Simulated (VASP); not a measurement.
Crystal: KBr (zincblende type).

```
K Br
1.0
     0.00000    3.21951    3.21951
     3.21951    0.00000    3.21951
     3.21951    3.21951    0.00000
K Br
1 1
Cartesian
  0.0000 0.0000 0.0000
  1.6098 1.6098 1.6098
```

| Item | Value |
| --- | --- |
| Program | VASP 6.6.1 |
| Task | relaxation of cell and atoms |
| Functional | PBE |
| Potentials or basis | VASP PAW PBE potentials, release 64 (K_sv, Br) |
| Cutoff | 600 eV |
| k mesh | 11 × 11 × 11 |
| Occupations | fermi-dirac, width 0.08 eV |
| Spin | no spin polarisation |

At the start: pressure 11.0 GPa; volume 33.37 Å³/atom.

Q: How do energy, volume and symmetry change on relaxing?

A: Over 24 steps the energy falls by 417.0 meV/atom and the volume is 51.66 Å³/atom (+54.8 %); space group F-43m (No. 216, to 0.05 Å).

Step by step:
```csv
step,energy change (eV),largest force (eV/Å),pressure (GPa),volume (Å³)
1,0.0000,0.0000,10.99,66.74
2,-0.7852,0.0000,1.48,91.39
3,-0.8246,0.0000,0.57,97.71
4,-0.8184,0.0000,-0.58,111.20
5,-0.8338,0.0000,-0.06,103.85
6,-0.8339,0.0000,0.02,103.00
7,-0.8339,0.0000,0.02,103.00
8,-0.8339,0.0000,0.02,103.00
9,-0.8339,0.0000,0.02,103.00
10,-0.8339,0.0000,0.02,103.00
11,-0.8339,0.0000,0.02,103.00
12,-0.8339,0.0000,0.02,103.00
13,-0.8339,0.0000,0.02,103.00
14,-0.8339,0.0000,0.02,103.00
15,-0.8339,0.0000,0.02,103.00
16,-0.8339,0.0000,0.02,103.00
17,-0.8339,0.0000,0.02,103.00
18,-0.8339,0.0000,0.02,103.00
19,-0.8339,0.0000,0.03,103.01
20,-0.8339,0.0000,0.03,103.02
21,-0.8339,0.0000,0.02,103.04
22,-0.8339,0.0000,0.02,103.08
23,-0.8339,0.0000,0.02,103.16
24,-0.8339,0.0000,0.01,103.32
```

Final structure:
```yaml
crystal:
  lattice:
    - [0.00000, 3.72433, 3.72433]
    - [3.72433, 0.00000, 3.72433]
    - [3.72433, 3.72433, 0.00000]
  atoms:
    - { symbol: K, position: [0.00000, 0.00000, 0.00000] }
    - { symbol: Br, position: [0.25000, 0.25000, 0.25000] }
```

Caveat: the volume moved by over 15 % at a fixed basis, so the end points are rough.
